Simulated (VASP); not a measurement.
# SnO2 (R-3m) in VASP: notebook

Runs on SnO2. Level: PBE. Tasks: single point.

Program: VASP 6.6.1. These are calculated values, not measurements. Logs are shortened: lines on timing, memory, paths and dates and some standing lists are left out, and cuts for length are marked.

## (1) The cell of the first run

The structure is trigonal, space group R-3m (No. 166). The conventional cell has a = 3.072 Å, b = 3.072 Å, c = 14.755 Å, α = 90.00°, β = 90.00°, γ = 120.00°. Within 2.7 Å of Sn (site symmetry -3m) lie 6 O at 2.04 Å. Within 2.7 Å of O (site symmetry 3m) lie 3 Sn at 2.04 Å and 3 O at 2.68 Å.

## (2) Single point, PBE

Input file INCAR:

```
  PREC = Accurate
  ENCUT = 520
  EDIFF = 1E-6
  ISMEAR = 0
  SIGMA = 0.05
  LREAL = False
  LASPH = True
  NELM = 100
  ALGO = Normal
  ISIF = 2
  LWAVE = False
  LCHARG = False
  GGA = PE
  NBANDS = 20
```

Input file KPOINTS:

```
Automatic mesh
0
Gamma
  12 12 12
```

Input file POSCAR:

```
SnO2
1.0
    1.5359500000      0.8867811460      4.9182553763
   -1.5359500000      0.8867811460      4.9182553763
    0.0000000000     -1.7735622919      4.9182553763
Sn O
1 2
Direct
    0.5000000000      0.5000000000      0.5000000000
    0.2348826742      0.2348826742      0.2348826742
    0.7651173258      0.7651173258      0.7651173258
```

Potentials or basis: VASP PAW PBE potentials, release 64 (Sn_d, O).

Started as:

```sh
$ cat potpaw_PBE.64/Sn_d/POTCAR potpaw_PBE.64/O/POTCAR > POTCAR
$ mpirun -np 1 vasp_std > vasp.out
```

OUTCAR:

```text
PREC = Accurate
   ENCUT = 520
   EDIFF = 1E-6
   ISMEAR = 0
   LREAL = False
   LASPH = True
   NELM = 100
   ISIF = 2
   GGA = PE

 ion  position               nearest neighbor table
   1  0.500  0.500  0.500-   2 2.04   3 2.04   2 2.04   2 2.04   3 2.04   3 2.04
   2  0.235  0.235  0.235-   1 2.04   1 2.04   1 2.04
   3  0.765  0.765  0.765-   1 2.04   1 2.04   1 2.04

  LATTYP: Found a trigonal (rhomboedric) cell.
 ALAT       =     5.2282654055
 COS(alpha) =     0.8273888283

  Lattice vectors:

 A1 = (   1.5359500000,   0.8867811460,   4.9182553763)
 A2 = (  -1.5359500000,   0.8867811460,   4.9182553763)
 A3 = (   0.0000000000,  -1.7735622919,   4.9182553763)

Analysis of symmetry for initial positions (statically):
=====================================================================
 Subroutine PRICEL returns:
 Original cell was already a primitive cell.

 Routine SETGRP: Setting up the symmetry group for a
 trigonal (rhombohedral) supercell.

 Subroutine GETGRP returns: Found 12 space group operations
 (whereof 12 operations were pure point group operations)
 out of a pool of 12 trial point group operations.

The static configuration has the point symmetry D_3d.

Analysis of symmetry for dynamics (positions and initial velocities):
=====================================================================
 Subroutine PRICEL returns:
 Original cell was already a primitive cell.

 Routine SETGRP: Setting up the symmetry group for a
 trigonal (rhombohedral) supercell.

 Subroutine GETGRP returns: Found 12 space group operations
 (whereof 12 operations were pure point group operations)
 out of a pool of 12 trial point group operations.

The dynamic configuration has the point symmetry D_3d.

 Subroutine INISYM returns: Found 12 space group operations
 (whereof 12 operations are pure point group operations),
 and found     1 'primitive' translations

----------------------------------------------------------------------------------------

                                     Primitive cell

  volume of cell :      40.1935

  direct lattice vectors                    reciprocal lattice vectors
     1.535950000  0.886781146  4.918255376     0.325531430  0.187945659  0.067774710
    -1.535950000  0.886781146  4.918255376    -0.325531430  0.187945659  0.067774710
     0.000000000 -1.773562292  4.918255376     0.000000000 -0.375891318  0.067774710

  length of vectors
     5.228265405  5.228265405  5.228265405     0.381952476  0.381952476  0.381952476

  position of ions in fractional coordinates (direct lattice)
     0.500000000  0.500000000  0.500000000
     0.234882674  0.234882674  0.234882674
     0.765117326  0.765117326  0.765117326

  ion indices of the primitive-cell ions
   primitive index   ion index
                 1           1
                 2           2
                 3           3

----------------------------------------------------------------------------------------

 KPOINTS: Automatic mesh

Automatic generation of k-mesh.
 Grid dimensions read from file:
 generate k-points for:   12   12   12

 Generating k-lattice:

  Cartesian coordinates                     Fractional coordinates (reciprocal lattice)
     0.027127619  0.015662138  0.005647893     0.083333333 -0.000000000  0.000000000
    -0.027127619  0.015662138  0.005647893    -0.000000000  0.083333333  0.000000000
     0.000000000 -0.031324276  0.005647893     0.000000000  0.000000000  0.083333333

  Length of vectors
     0.031829373  0.031829373  0.031829373

  Shift w.r.t. Gamma in fractional coordinates (k-lattice)
     0.000000000  0.000000000  0.000000000

 Subroutine IBZKPT returns following result:
 ===========================================

 Found    189 irreducible k-points:

 Following reciprocal coordinates:
            Coordinates               Weight
  0.000000  0.000000  0.000000      1.000000
  0.083333  0.000000 -0.000000      6.000000
  0.166667 -0.000000  0.000000      6.000000
  0.250000  0.000000 -0.000000      6.000000
  0.333333  0.000000  0.000000      6.000000
  0.416667 -0.000000 -0.000000      6.000000
[... 16 lines left out ...]
  0.500000  0.166667 -0.000000     12.000000
 -0.416667  0.166667  0.000000     12.000000
 [... further k-points ...]
   k-points           NKPTS =    189   k-points in BZ     NKDIM =    189   number of bands    NBANDS=     20
   number of dos      NEDOS =    301   number of ions     NIONS =      3
   total plane-waves  NPLWV =  64000
   dimension x,y,z NGX =    40 NGY =   40 NGZ =   40
   dimension x,y,z NGXF=    80 NGYF=   80 NGZF=   80
   ions per type =               1   2
   NGX,Y,Z   is equivalent  to a cutoff of  12.72, 12.72, 12.72 a.u.
   NGXF,Y,Z  is equivalent  to a cutoff of  25.44, 25.44, 25.44 a.u.
 SYSTEM =  unknown system
   PREC   = accura    normal or accurate (medium, high low for compatibility)
   ISTART =      0    job   : 0-new  1-cont  2-samecut
   ICHARG =      2    charge: 1-file 2-atom 10-const
[... 36 lines left out ...]
   LRPA    =     F    only Hartree local field effects (RPA)
 non-spin polarized calculation
 Gauss-broadening in eV      SIGMA  =   0.05
  energy-cutoff  :      520.00
  volume of cell :       40.19
 maximum number of plane-waves:      1097
   NGX = 19   NGY = 19   NGZ = 19

 number of electron      26.0000000 magnetization

 Free energy of the ion-electron system (eV)
  ---------------------------------------------------
  ext. energy  EPLUGINS =         0.00000000
  ---------------------------------------------------
  free energy    TOTEN  =       -17.82401196 eV

  energy without entropy =      -17.82401196  energy(sigma->0) =      -17.82401196

 E-fermi :   4.1648     XC(G=0): -10.2691

 val. band max:        3.8661416728   @ k =  -0.1667   0.2500   0.0833
 cond. band min:       6.9294706904   @ k =   0.0000   0.0000   0.0000
 fundamental gap:      3.0633290176
 Fermi energy:         4.1648108112

 k-point     1 :       0.0000    0.0000    0.0000
  band No.  band energies     occupation
      1     -16.2072      2.00000
      2     -15.7250      2.00000
      3     -15.7250      2.00000
      4     -15.3780      2.00000
      5     -15.3780      2.00000
      6     -14.4922      2.00000
[... 12 lines left out ...]
     19      21.5297      0.00000
     20      22.3792      0.00000

 k-point     2 :       0.0833    0.0000   -0.0000
  band No.  band energies     occupation
      1     -16.1489      2.00000
      2     -15.8191      2.00000
      3     -15.7007      2.00000
      4     -15.4134      2.00000
      5     -15.3804      2.00000
      6     -14.4564      2.00000
[... 12 lines left out ...]
     19      20.2193      0.00000
     20      22.4057      0.00000

 k-point     3 :       0.1667   -0.0000    0.0000
  band No.  band energies     occupation
      1     -16.1569      2.00000
      2     -15.9038      2.00000
      3     -15.6379      2.00000
      4     -15.4668      2.00000
      5     -15.3827      2.00000
      6     -14.3353      2.00000
[... 12 lines left out ...]
     19      18.8564      0.00000
     20      22.5361      0.00000

 k-point     4 :       0.2500    0.0000   -0.0000
  band No.  band energies     occupation
      1     -16.4490      2.00000
      2     -15.7192      2.00000
      3     -15.5701      2.00000
      4     -15.4990      2.00000
      5     -15.3654      2.00000
      6     -14.1064      2.00000
[... 12 lines left out ...]
     19      17.8815      0.00000
     20      21.8757      0.00000

 k-point     5 :       0.3333    0.0000    0.0000
  band No.  band energies     occupation
      1     -16.7167      2.00000
      2     -15.6267      2.00000
      3     -15.5386      2.00000
      4     -15.4414      2.00000
      5     -15.3090      2.00000
      6     -13.7800      2.00000
[... 12 lines left out ...]
     19      17.8395      0.00000
     20      20.0836      0.00000
[... 353 lines left out ...]
      6     -13.8231      2.00000
[... 12 lines left out ...]
     19      18.5611      0.00000
     20      20.7038      0.00000

 k-point    22 :       0.4167    0.1667    0.0000
  band No.  band energies     occupation
      1     -16.6281      2.00000
      2     -15.9152      2.00000
      3     -15.5441      2.00000
      4     -15.4505      2.00000
      5     -15.2833      2.00000
      6     -13.3431      2.00000
[... 12 lines left out ...]
     19      18.6630      0.00000
     20      19.4109      0.00000

 k-point    23 :       0.5000    0.1667   -0.0000
  band No.  band energies     occupation
      1     -16.7546      2.00000
      2     -15.9047      2.00000
      3     -15.5696      2.00000
      4     -15.3905      2.00000
      5     -15.2820      2.00000
      6     -12.8846      2.00000
[... 12 lines left out ...]
     19      18.2592      0.00000
     20      18.8910      0.00000

 k-point    24 :      -0.4167    0.1667    0.0000
  band No.  band energies     occupation
      1     -16.7994      2.00000
      2     -15.9014      2.00000
      3     -15.5799      2.00000
      4     -15.3286      2.00000
      5     -15.3203      2.00000
      6     -12.6862      2.00000
[... 12 lines left out ...]
     19      17.5338      0.00000
     20      19.0677      0.00000

 [... further k-points ...]
[... 5 lines left out ...]
  --------------------------------------------------------------------------------------
  -------------------------------------------------------------------------------------
  Total        7.3626404      7.3626404      2.7420942      0.0000000      0.0000000      0.0000000
  in kB      293.4866277    293.4866277    109.3042619      0.0000000      0.0000000      0.0000000
  external PRESSURE =     232.0925057 kB  Pullay stress =       0.0000000 kB

 VOLUME and BASIS-vectors are now :
 -----------------------------------------------------------------------------
  energy-cutoff  :      520.00
  volume of cell :       40.19
      direct lattice vectors                 reciprocal lattice vectors
     1.535950000  0.886781146  4.918255376     0.325531430  0.187945659  0.067774710
    -1.535950000  0.886781146  4.918255376    -0.325531430  0.187945659  0.067774710
     0.000000000 -1.773562292  4.918255376     0.000000000 -0.375891318  0.067774710

 POSITION                                       TOTAL-FORCE (eV/Angst)
 -----------------------------------------------------------------------------------
      0.00000      0.00000      7.37738        -0.000000     -0.000000     -0.000000
      0.00000      0.00000      3.46564         0.000000      0.000000      1.320543
      0.00000      0.00000     11.28913         0.000000     -0.000000     -1.320543
 -----------------------------------------------------------------------------------
    total drift:                               -0.000000      0.000000     -0.000000

  FREE ENERGIE OF THE ION-ELECTRON SYSTEM (eV)
  ---------------------------------------------------
  free  energy   TOTEN  =       -17.8240119572 eV

  energy  without entropy=      -17.8240119572  energy(sigma->0) =      -17.82401196
```

Run time: 2.5 min. Hardware: 1 thread of Intel Xeon 6975P-C (Granite Rapids), shared host; peak memory 0.33 GiB.

What came out:

| Quantity | Value |
| --- | --- |
| Free energy | -17.8240 eV |
| Pressure | 23.2 GPa |
| Largest force | 1.321 eV/Å |
| Band gap on the k mesh | 3.06 eV, indirect (least direct gap 3.42 eV) |

Forces in eV/Å, atoms in the order of the input:
```
Sn   0.000  0.000  0.000
O    0.000  0.000  1.321
O    0.000  0.000 -1.321
```

Caveat: spin-orbit coupling is left out, which moves the levels of the heavy elements; forces of over 1 eV/Å act on the atoms, so gaps and moduli don't describe the material at rest. A k mesh can miss the band edges.

## (3) Single point, PBE

This run uses another cell than the first one, of 13.50 Å³/atom, 1.008 times its volume.

Input file INCAR:

```
PREC = Accurate
ENCUT = 520
EDIFF = 1E-7
ISMEAR = 0
SIGMA = 0.05
LREAL = F
LASPH = T
NELM = 60
ALGO = Normal
ISIF = 2
LWAVE = F
LCHARG = F
GGA = PE
NBANDS = 20
```

KPOINTS is that of step 2.

Input file POSCAR:

```
SnO2
1.0
    1.5628500000      0.9023118682      4.7871000000
   -1.5628500000      0.9023118682      4.7871000000
    0.0000000000     -1.8046237364      4.7871000000
Sn O
1 2
Direct
    0.5000000000      0.5000000000      0.5000000000
    0.2348826742      0.2348826742      0.2348826742
    0.7651173258      0.7651173258      0.7651173258
```

Potentials or basis: VASP PAW PBE potentials, release 64 (Sn_d, O).

Started as:

```sh
$ cat potpaw_PBE.64/Sn_d/POTCAR potpaw_PBE.64/O/POTCAR > POTCAR
$ mpirun -np 1 vasp_std > vasp.out
```

Wall time 2.5 min (1 thread of Intel Xeon 6975P-C (Granite Rapids), shared host); peak memory 0.33 GiB.

The run converged. Its results:

| Property | Result |
| --- | --- |
| Free energy | -17.9761 eV |
| Pressure | 17.8 GPa |
| Largest force | 1.249 eV/Å |
| Band gap on the k mesh | 2.71 eV, indirect (least direct gap 3.01 eV) |

Forces in eV/Å, atoms in the order of the input:
```
Sn   0.000  0.000  0.000
O    0.000  0.000  1.249
O    0.000  0.000 -1.249
```

Stress tensor (GPa, compression positive):
```
21.73  0.00  0.00
 0.00 21.73  0.00
 0.00  0.00 10.01
```

Levels at points of the mesh, in eV from the valence-band top:
| k point | band 10 | band 11 | band 12 | band 13 | band 14 | band 15 | band 16 | band 17 |
| --- | --- | --- | --- | --- | --- | --- | --- | --- |
| (0.00, 0.00, 0.00) | -1.36 | -0.81 | -0.81 | -0.30 | 2.71 | 6.30 | 12.03 | 12.06 |
| (0.50, 0.00, 0.00) | -3.22 | -1.54 | -0.53 | -0.49 | 6.37 | 8.36 | 10.80 | 12.95 |
| (0.50, 0.50, 0.00) | -3.29 | -1.26 | -0.38 | -0.02 | 6.08 | 7.54 | 11.67 | 11.81 |
| (0.50, 0.50, 0.50) | -1.41 | -1.41 | -0.77 | -0.77 | 3.92 | 6.25 | 11.87 | 12.23 |

Caveat: spin-orbit coupling is left out, which moves the levels of the heavy elements; forces of over 1 eV/Å act on the atoms, so gaps and moduli don't describe the material at rest. PBE gaps usually lie below the measured ones, often by a third to a half.

## (4) Single point, PBE

This run uses another cell than the first one, of 13.59 Å³/atom, 1.014 times its volume.

Input file INCAR:

```
SYSTEM = SnO2
PREC = Accurate
ENCUT = 520
EDIFF = 1E-6
ISMEAR = 0
SIGMA = 0.05
LREAL = .FALSE.
LASPH = .TRUE.
NELM = 100
ALGO = Normal
ISIF = 2
LWAVE = .FALSE.
LCHARG = .FALSE.
GGA = PE
NBANDS = 20
```

Input file KPOINTS:

```
regular mesh
0
G
  12 12 12
  0 0 0
```

Input file POSCAR:

```
SnO2
1.0
    1.5898000000      0.9178714580      4.6559333333
   -1.5898000000      0.9178714580      4.6559333333
    0.0000000000     -1.8357429159      4.6559333333
Sn O
1 2
Direct
    0.5000000000      0.5000000000      0.5000000000
    0.2348826742      0.2348826742      0.2348826742
    0.7651173258      0.7651173258      0.7651173258
```

Started as:

```sh
$ cat potpaw_PBE.64/Sn_d/POTCAR potpaw_PBE.64/O/POTCAR > POTCAR
$ mpirun -np 1 vasp_std > vasp.out
```

It took 2.2 min on 1 thread of Intel Xeon 6975P-C (Granite Rapids), shared host; peak memory 0.33 GiB.

Results (log left out):

| Item | Value |
| --- | --- |
| Free energy | -18.0669 eV |
| Pressure | 12.9 GPa |
| Largest force | 1.184 eV/Å |
| Band gap on the k mesh | 2.35 eV, indirect (least direct gap 2.60 eV) |

Forces in eV/Å, atoms in the order of the input:
```
Sn   0.000  0.000  0.000
O    0.000  0.000  1.184
O    0.000  0.000 -1.184
```

Stress tensor (GPa, compression positive):
```
14.79  0.00  0.00
 0.00 14.79  0.00
 0.00  0.00  9.13
```

Levels at points of the mesh, in eV from the valence-band top:
| k point | band 10 | band 11 | band 12 | band 13 | band 14 | band 15 | band 16 | band 17 |
| --- | --- | --- | --- | --- | --- | --- | --- | --- |
| (0.00, 0.00, 0.00) | -1.43 | -0.97 | -0.97 | -0.25 | 2.35 | 6.10 | 11.56 | 11.56 |
| (0.50, 0.00, 0.00) | -3.31 | -1.48 | -0.60 | -0.56 | 6.07 | 8.25 | 10.32 | 12.90 |
| (0.50, 0.50, 0.00) | -3.41 | -1.12 | -0.41 | -0.02 | 5.77 | 7.33 | 11.40 | 11.43 |
| (0.50, 0.50, 0.50) | -1.49 | -1.49 | -0.92 | -0.92 | 3.68 | 6.09 | 11.78 | 11.78 |

Caveat: spin-orbit coupling is left out, which moves the levels of the heavy elements; forces of over 1 eV/Å act on the atoms, so gaps and moduli don't describe the material at rest.

## (5) Single point, PBE

This run uses another cell than the first one, of 13.66 Å³/atom, 1.019 times its volume.

Input file INCAR:

```
SYSTEM = SnO2
PREC = Accurate ; ENCUT = 520
EDIFF = 1E-6 ; ISMEAR = 0
SIGMA = 0.05 ; LREAL = .FALSE.
LASPH = .TRUE. ; NELM = 80
ALGO = Normal ; ISIF = 2
LWAVE = .FALSE. ; LCHARG = .FALSE.
GGA = PE ; NBANDS = 20
```

Input file KPOINTS:

```
Automatic mesh
0
G
  12 12 12
  0 0 0
```

Input file POSCAR:

```
SnO2
1.0
    1.6167660720      0.9334403269      4.5248000000
   -1.6167660720      0.9334403269      4.5248000000
    0.0000000000     -1.8668806537      4.5248000000
Sn O
1 2
Direct
    0.5000000000      0.5000000000      0.5000000000
    0.2348826742      0.2348826742      0.2348826742
    0.7651173258      0.7651173258      0.7651173258
```

Started as:

```sh
$ cat potpaw_PBE.64/Sn_d/POTCAR potpaw_PBE.64/O/POTCAR > POTCAR
$ mpirun -np 1 vasp_std > vasp.out
```

Wall time 96 s (1 thread of Intel Xeon 6975P-C (Granite Rapids), shared host); peak memory 0.3 GiB.

The run converged. Its results:

* Free energy: -18.1034 eV
* Pressure: 8.5 GPa
* Largest force: 1.127 eV/Å
* Band gap on the k mesh: 1.99 eV, indirect (least direct gap 2.19 eV)

Forces in eV/Å, atoms in the order of the input:
```
Sn   0.000  0.000  0.000
O    0.000  0.000  1.127
O    0.000  0.000 -1.127
```

Stress tensor (GPa, compression positive):
```
8.55 0.00 0.00
0.00 8.55 0.00
0.00 0.00 8.28
```

Levels at points of the mesh, in eV from the valence-band top:
```csv
k point,band 9,band 10,band 11,band 12,band 13,band 14,band 15,band 16,band 17,band 18
"(0.00, 0.00, 0.00)",-1.48,-1.48,-1.12,-1.12,-0.20,1.99,5.92,11.09,11.09,12.07
"(0.50, 0.00, 0.00)",-4.24,-3.39,-1.42,-0.67,-0.61,5.78,8.11,9.87,12.84,13.64
"(0.50, 0.50, 0.00)",-4.55,-3.51,-0.98,-0.42,-0.02,5.46,7.09,11.07,11.17,13.32
"(0.50, 0.50, 0.50)",-1.58,-1.57,-1.57,-1.05,-1.05,3.44,5.95,11.37,11.37,12.53
```

Caveat: spin-orbit coupling is left out, which moves the levels of the heavy elements; forces of over 1 eV/Å act on the atoms, so gaps and moduli don't describe the material at rest. A k mesh can miss the band edges.

## (6) Summary

```csv
cell,gap on the mesh (eV),pressure (GPa),largest force (eV/Å)
"a = 5.228 Å, angles 34.2°, 3 atoms",3.06,23.2,1.32
"a = 5.116 Å, angles 35.6°, 3 atoms",2.71,17.8,1.25
"a = 5.005 Å, angles 37.0°, 3 atoms",2.35,12.9,1.18
"a = 4.895 Å, angles 38.6°, 3 atoms",1.99,8.5,1.13
```

Alike in all rows: task single point; level PBE; potentials or basis VASP PAW PBE potentials, release 64 (Sn_d, O); no spin polarisation; k mesh 12 × 12 × 12; cutoff (eV) 520; smearing gaussian 0.05 eV.

Caveats: spin-orbit coupling is left out, which moves the levels of the heavy elements; forces of over 1 eV/Å act on the atoms, so gaps and moduli don't describe the material at rest.

Total energies depend on the potentials used, so only differences within one code and one set of settings carry meaning.
